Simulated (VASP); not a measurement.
# Hf: relaxation of shape and atoms at fixed volume with LDA

The system is Hf.

```
Hf
1.0
     2.55510    0.00000    0.00000
    -1.27755    2.21278    0.00000
     0.00000    0.00000    4.05246
Hf
2
Cartesian
  0.0000 1.4752 1.0131
  1.2776 0.7376 3.0393
```

```json
{
  "Program": "VASP 6.6.1",
  "Task": "relaxation of shape and atoms at fixed volume",
  "Functional": "LDA",
  "Potentials or basis": "VASP PAW LDA potentials, release 64 (Hf_pv)",
  "Cutoff": "600 eV",
  "k mesh": "15 × 15 × 8",
  "Occupations": "fermi-dirac, width 0.08 eV",
  "Spin": "no spin polarisation",
  "Dipole correction": "no",
  "Further INCAR settings": "ALGO = Normal; EDIFF = 1e-07; IBRION = 2; EDIFFG = -0.005; NSW = 50; ISIF = 4"
}
```

* Energy gained by relaxing: 86.0 meV/atom
* Ionic steps: 3
* Pressure after relaxing: 198.2 GPa
* Band gap on the k mesh: zero (bands 10 and 11 overlap by 1.81 eV)

The path:
```
step  energy change (eV)  largest force (eV/Å)  pressure (GPa)  volume (Å³)
   1              0.0000                0.0000          201.36        22.91
   2             -0.1717                0.0000          198.13        22.91
   3             -0.1720                0.0000          198.19        22.91
```

Final structure:
```xyz
2
Lattice="2.4713 0.0000 0.0000 -1.2356 2.1402 0.0000 0.0000 0.0000 4.3320" Properties=species:S:1:pos:R:3 pbc="T T T"
Hf    0.0000    1.4268    1.0830
Hf    1.2356    0.7134    3.2490
```

Levels at points of the mesh, in eV from the Fermi level:
```
           k point  band 6  band 7  band 8  band 9  band 10  band 11  band 12  band 13  band 14
(0.00, 0.00, 0.00)  -27.12   -8.01   -5.68   -0.40     1.31     1.31     2.64     2.64     5.72
(0.00, 0.00, 0.50)  -27.37   -5.22   -5.22    0.06     0.06     1.39     1.39     1.39     1.39
```

It took 75 s on 1 thread of Intel(R) Xeon(R) Platinum 8259CL CPU @ 2.50GHz (Skylake/Cascade Lake) (shared host), peak memory 0.16 GiB.

Caveat: spin-orbit coupling is left out, which moves the levels of the heavy elements.
